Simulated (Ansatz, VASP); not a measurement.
# SnS2 in VASP and in Ansatz

Contents of INCAR:

```
PREC = Accurate ; ENCUT = 500
EDIFF = 1E-6 ; ISMEAR = 0
SIGMA = 0.01 ; LREAL = False
LASPH = True ; NELM = 200
ALGO = Normal ; ISIF = 2
LWAVE = False ; LCHARG = False
LNONCOLLINEAR = True ; MAGMOM = 0 0 0 0 0 0 0 0 0
LORBIT = 11 ; LSORBIT = True
GGA_COMPAT = False ; LORBMOM = True
GGA = PE ; NBANDS = 39
```

Contents of KPOINTS:

```
Automatic mesh
0
Gamma
  12 12 4
```

File POSCAR:

```
SnS2
1.0
    3.6607548066      0.0000000000      0.0000000000
   -1.8303774033      3.1703066595      0.0000000000
    0.0000000000      0.0000000000      5.9617808738
Sn S
1 2
Direct
    0.0000000000      0.0000000000      0.0000000000
    0.3333333333      0.6666666667      0.2455905351
    0.6666666667      0.3333333333      0.7544094649
```

Input for Ansatz:

```yaml
crystal:
  lattice:
    - [3.6607548066, 0.0, 0.0]
    - [-1.8303774033, 3.1703066595, 0.0]
    - [0.0, 0.0, 5.9617808738]
  atoms:
    - { symbol: Sn, position: [0.0, 0.0, 0.0] }
    - { symbol: S, position: [0.3333333333, 0.6666666667, 0.2455905351] }
    - { symbol: S, position: [0.6666666667, 0.3333333333, 0.7544094649] }
kpoints:
  mp_grid: { grid: [12, 12, 4] }
  band_path:
    path:
      - [0.0, 0.0, 0.0]
      - [0.5, 0.0, 0.0]
      - [0.3333333333, 0.3333333333, 0.0]
      - [0.0, 0.0, 0.5]
      - [0.5, 0.0, 0.5]
      - [0.3333333333, 0.3333333333, 0.5]
      - [-0.078125, 0.15625, 0.0]
      - [0.0, 0.463542, 0.322917]
      - [0.0, -0.5, 0.25]
    npoints: 1
hamiltonian:
  xc: pbe
scf:
  occupations: { method: fixed }
  n_extra_bands: 8
magnetization:
  noncollinear: true
  spin_orbit: true
output:
  forces: true
  stress: true
  eigenvalues: true
```

Alike in both runs: task single point; functional PBE; k mesh 12 × 12 × 4; non-collinear spin, spin-orbit coupling.

|  | VASP | Ansatz |
| --- | --- | --- |
| version | VASP 6.6.1 | Ansatz 0.2.0 |
| potentials or method | VASP PAW PBE potentials, release 64 (Sn_d, S) | plane waves, PAW |
| plane-wave cutoff (eV) | 500 | 420 |
| occupations | gaussian, width 0.01 eV | fixed |
| valence electrons in the cell | 26 | 26 |

|  | VASP | Ansatz | Ansatz less VASP |
| --- | --- | --- | --- |
| pressure (GPa) | 3.0 | 3.1 | +0.10 |
| traceless stress, the component that is largest in VASP (GPa) | 0.12 | 0.09 | -0.027 |
| rms of the force components (eV/Å) | 0.101 | 0.103 | +0.0023 |

Atom by atom the forces differ by 0.002 eV/Å (rms over components).
